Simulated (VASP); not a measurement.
# GaSb3 in VASP: a series of runs, part 2 of 2

VASP 6.6.1.

## Step 3: Single point, LDA (engineering shear strain xz -0.0267, normal strain along z +0.0000)

INCAR

```
PREC     = Accurate       # precision mode
ENCUT    = 520            # plane-wave cutoff, eV
EDIFF    = 1E-7           # SCF threshold, eV
ISMEAR   = 0              # smearing method
SIGMA    = 0.15           # smearing width, eV
LREAL    = F              # projectors in reciprocal space
LASPH    = T              # aspherical terms in the spheres
NELM     = 80             # most SCF steps
ALGO     = Normal         # electronic algorithm
ISIF     = 2              # what is computed and relaxed
LWAVE    = F              # write WAVECAR
LCHARG   = T              # write CHGCAR
GGA      = CA             # functional
LELF     = T              # ELF
LVHAR    = T            
NBANDS   = 22             # bands
```

KPOINTS

```
regular mesh
0
Gamma
  10 10 10
```

POSCAR

```
GaSb3
1.0
   -0.0483537151      3.6220011279      3.6220011279
    3.5736474128      0.0000000000      3.5736474128
    3.6220011279      3.6220011279     -0.0483537151
Ga Sb
1 3
Direct
    0.0000000000      0.0000000000      0.0000000000
    0.2500000000      0.2500000000      0.2500000000
    0.7500000000      0.7500000000      0.7500000000
    0.5000000000      0.5000000000      0.5000000000
```

Potentials or basis: VASP PAW LDA potentials, release 64 (Ga_d, Sb).

The run is started by

```bash
cat potpaw_LDA.64/Ga_d/POTCAR potpaw_LDA.64/Sb/POTCAR > POTCAR
mpirun -np 1 vasp_std > vasp.out
```

OUTCAR:

```text
PREC = Accurate
   ENCUT = 520
   EDIFF = 1E-7
   ISMEAR = 0
   LREAL = F
   LASPH = T
   NELM = 80
   ISIF = 2
   GGA = CA

 ion  position               nearest neighbor table
   1  0.000  0.000  0.000-   2 3.11   3 3.11   3 3.11   2 3.11   3 3.16   2 3.16   3 3.16   2 3.16

   2  0.250  0.250  0.250-   1 3.11   4 3.11   1 3.11   4 3.11   1 3.16   4 3.16   1 3.16   4 3.16
                             3 3.62   3 3.62   3 3.62   3 3.62   3 3.62   3 3.62
   3  0.750  0.750  0.750-   1 3.11   4 3.11   4 3.11   1 3.11   4 3.16   1 3.16   4 3.16   1 3.16
                             2 3.62   2 3.62   2 3.62   2 3.62   2 3.62   2 3.62
   4  0.500  0.500  0.500-   2 3.11   3 3.11   2 3.11   3 3.11   2 3.16   3 3.16   2 3.16   3 3.16

  LATTYP: Found a body centered orthorhombic cell.
 ALAT       =     5.0539006383
 B/A-ratio  =     1.0270612680
 C/A-ratio  =     1.4333487684

  Lattice vectors:

 A1 = (   3.6220011279,  -3.6220011279,  -0.0483537151)
 A2 = (  -3.6220011279,  -3.6220011279,   0.0483537151)
 A3 = (   0.0483537151,   3.6220011279,  -3.6220011279)

Analysis of symmetry for initial positions (statically):
=====================================================================
 Subroutine PRICEL returns:
 Original cell was already a primitive cell.

 Routine SETGRP: Setting up the symmetry group for a
 body centered orthorhombic supercell.

 Subroutine GETGRP returns: Found  8 space group operations
 (whereof  8 operations were pure point group operations)
 out of a pool of  8 trial point group operations.

The static configuration has the point symmetry D_2h.

Analysis of symmetry for dynamics (positions and initial velocities):
=====================================================================
 Subroutine PRICEL returns:
 Original cell was already a primitive cell.

 Routine SETGRP: Setting up the symmetry group for a
 body centered orthorhombic supercell.

 Subroutine GETGRP returns: Found  8 space group operations
 (whereof  8 operations were pure point group operations)
 out of a pool of  8 trial point group operations.
[... 120 lines left out ...]
   ISMEAR =     0;   SIGMA  =   0.15  broadening in eV -4-tet -1-fermi 0-gaus
   EFERMI_NEDOS =   21; number of points for ismear=-14 and -15
   IALGO  =     38    algorithm
   IMIX   =      4    mixing-type and parameters
     AMIX     =   0.40;   BMIX     =  1.00
     AMIX_MAG =   1.60;   BMIX_MAG =  1.00
  volume/ion in A,a.u.               =      23.75       160.30
  Fermi-wavevector in a.u.,A,eV,Ry     =   1.089418  2.058702 16.147838  1.186833
  Thomas-Fermi vector in A             =   2.225621
   LORBIT       =      0    0 simple, 1 ext, 2 COOP (PROOUT), +10 PAW based schemes
   GGA     = CA    functional components
   LHFCALC =     F    Hartree Fock is set to
   AEXX    =    0.0000 exact exchange contribution
   IVDW    =     0    specifies the selected vdW correction
   LEPSILON=     F    determine dielectric tensor
   LRPA    =     F    only Hartree local field effects (RPA)
 non-spin polarized calculation
 Gauss-broadening in eV      SIGMA  =   0.15
  energy-cutoff  :      520.00
  volume of cell :       95.02
 maximum number of plane-waves:      2599
 NGX is ok and might be reduce to    40
   NGX = 19   NGY = 19   NGZ = 19

 number of electron      27.9999994 magnetization

 Free energy of the ion-electron system (eV)
  ---------------------------------------------------
  ext. energy  EPLUGINS =         0.00000000
  ---------------------------------------------------
  free energy    TOTEN  =       -17.32640414 eV

  energy without entropy =      -17.30416209  energy(sigma->0) =      -17.31528312

 E-fermi :   8.3772     XC(G=0): -10.7606

 val. band max:        8.3712391237   @ k =   0.2000   0.3000  -0.0000
 cond. band min:       8.3787482722   @ k =   0.1000  -0.1000   0.1000
 fundamental gap:      0.0075091484
 Fermi energy:         8.3771827768

 k-point     1 :       0.0000    0.0000    0.0000
  band No.  band energies     occupation
      1      -6.5181      2.00000
      2      -6.5168      2.00000
      3      -6.5156      2.00000
      4      -6.4991      2.00000
      5      -6.4990      2.00000
      6      -4.7194      2.00000
[... 589 lines left out ...]
     21      14.1510      0.00000
     22      15.4994      0.00000

 [... further k-points ...]
[... 5 lines left out ...]
  --------------------------------------------------------------------------------------
  -------------------------------------------------------------------------------------
  Total        0.1129050      0.1576883      0.1129050      0.0000000      0.0000000      0.7167190
  in kB        1.9038183      2.6589590      1.9038183      0.0000000      0.0000000     12.0854033
  external PRESSURE =       2.1555319 kB  Pullay stress =       0.0000000 kB

 VOLUME and BASIS-vectors are now :
 -----------------------------------------------------------------------------
  energy-cutoff  :      520.00
  volume of cell :       95.02
      direct lattice vectors                 reciprocal lattice vectors
    -0.048353715  3.622001128  3.622001128    -0.136226611  0.138045236  0.136226611
     3.573647413  0.000000000  3.573647413     0.139913075 -0.138045236  0.139913075
     3.622001128  3.622001128 -0.048353715     0.136226611  0.138045236 -0.136226611

 POSITION                                       TOTAL-FORCE (eV/Angst)
 -----------------------------------------------------------------------------------
      0.00000      0.00000      0.00000        -0.000000      0.000000      0.000000
      1.78682      1.81100      1.78682         0.000000     -0.059777      0.000000
      5.36047      5.43300      5.36047        -0.000000      0.059777     -0.000000
      3.57365      3.62200      3.57365         0.000000      0.000000      0.000000
 -----------------------------------------------------------------------------------
    total drift:                               -0.000000      0.000000      0.000000

  FREE ENERGIE OF THE ION-ELECTRON SYSTEM (eV)
  ---------------------------------------------------
  free  energy   TOTEN  =       -17.3264041413 eV

  energy  without entropy=      -17.3041620919  energy(sigma->0) =      -17.31528312
```

Run time: 2.5 min. Hardware: 1 thread of Intel Xeon 6975P-C (Granite Rapids), shared host; peak memory 0.44 GiB.

Results:

* Free energy: -17.3264 eV
* Pressure: 0.2 GPa
* Largest force: 0.060 eV/Å
* Band gap on the k mesh: zero (band 14 reaches 9.87 eV, above the bottom of band 15 at 5.80 eV)

Forces in eV/Å, atoms in the order of the input:
```
Ga   0.000  0.000  0.000
Sb   0.000 -0.060  0.000
Sb   0.000  0.060  0.000
Sb   0.000  0.000  0.000
```

Caveat: the cell differs from its parent crystal (engineering shear strain xz -0.0267, normal strain along z +0.0000); spin-orbit coupling is left out, which moves the levels of the heavy elements.
